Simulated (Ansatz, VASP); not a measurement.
# Al7InAu4: VASP beside Ansatz

```
Al In Au
1.0
     0.00000    6.00000    6.00000
     6.00000    0.00000    6.00000
     3.00000    3.00000    0.00000
Al In Au
7 1 4
Cartesian
  1.5000 1.5000 1.4891
  4.5207 1.4793 4.5156
  7.5151 4.4849 7.4865
  1.4793 4.5207 4.5156
  4.4849 7.5151 7.4865
  4.5000 4.5000 7.5280
  7.5000 7.5000 10.4933
  4.5000 4.5000 4.4755
  0.0000 0.0000 0.0005
  3.0491 -0.0491 2.9463
  -0.0491 3.0491 2.9463
  3.0000 3.0000 6.1168
```

Alike in both runs: functional PBE; k mesh 3 × 3 × 3; no spin polarisation.

Ansatz relaxed the structure, and its values are those at the end. VASP's run is a single point on that final structure, the one shown.

```csv
,VASP,Ansatz
version,VASP 6.6.1,Ansatz 0.2.0
potentials or method,"VASP PAW PBE potentials, release 64 (Al, In_d, Au)","plane waves, PAW"
plane-wave cutoff (eV),400,420
occupations,"fermi-dirac, width 0.1 eV",fermi-dirac
valence electrons in the cell,78,110
```

|  | VASP | Ansatz | Ansatz less VASP |
| --- | --- | --- | --- |
| gap on the k mesh at the Fermi level (eV) | none | none | - |
| rms of the force components (eV/Å) | 0.006 | 0.005 | -0.0009 |

A gap of «none» marks a metal or a gap that the smearing closes. VASP's potentials hold 78 valence electrons a cell and Ansatz's 110, so a difference there can come from the potentials and not from the codes.

The k mesh is coarse, so the values compare programs but aren't converged. Neither program's run includes spin-orbit coupling.
